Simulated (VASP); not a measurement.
Wanted: the native input for a VASP 6.6.1 run.

- Task: single point
- Functional: PBE
- Potentials or basis: VASP PAW PBE potentials, release 64 (Se)
- Cutoff: 520 eV
- k mesh: 6 × 6 × 4
- Occupations: gaussian, width 0.1 eV
- Spin: no spin polarisation
- Dipole correction: no
- Further INCAR settings: ALGO = Normal; EDIFF = 1e-07; NBANDS = 20

The structure of Se lies in POSCAR:

```
Se
1.0
    2.9088043019     -2.7369861540      0.0000000000
    2.9088043019      2.7369861540      0.0000000000
    0.0000000000      0.0000000000      5.6455038384
Se
4
Direct
    0.2500000000      0.7500000000      0.4272363466
    0.7500000000      0.2500000000      0.5727636534
    0.0000000000      0.5000000000      0.0000000000
    0.5000000000      0.0000000000      0.0000000000
```

The cell was generated, and may not be a known phase.

These files were run (other wordings do the same):

INCAR

```
PREC = Accurate ; ENCUT = 520
EDIFF = 1E-7 ; ISMEAR = 0
SIGMA = 0.1 ; LREAL = False
LASPH = True ; NELM = 80
ALGO = Normal ; ISIF = 2
LWAVE = False ; LCHARG = False
GGA = PE ; NBANDS = 20
```

KPOINTS

```
regular mesh
0
Gamma
  6 6 4
```

Potentials or basis: VASP PAW PBE potentials, release 64 (Se).

The run is started by

```sh
$ cat potpaw_PBE.64/Se/POTCAR > POTCAR
$ mpirun -np 1 vasp_std > vasp.out
```

It gave:

| Item | Value |
| --- | --- |
| Pressure | 0.3 GPa |
| Largest force | 0.035 eV/Å |
| Band gap on the k mesh | zero (bands 12 and 13 overlap by 2.35 eV) |

Wall time 85 s on 1 thread of Oxide Virtual Turin-like Processor (shared host), peak memory 0.17 GiB.
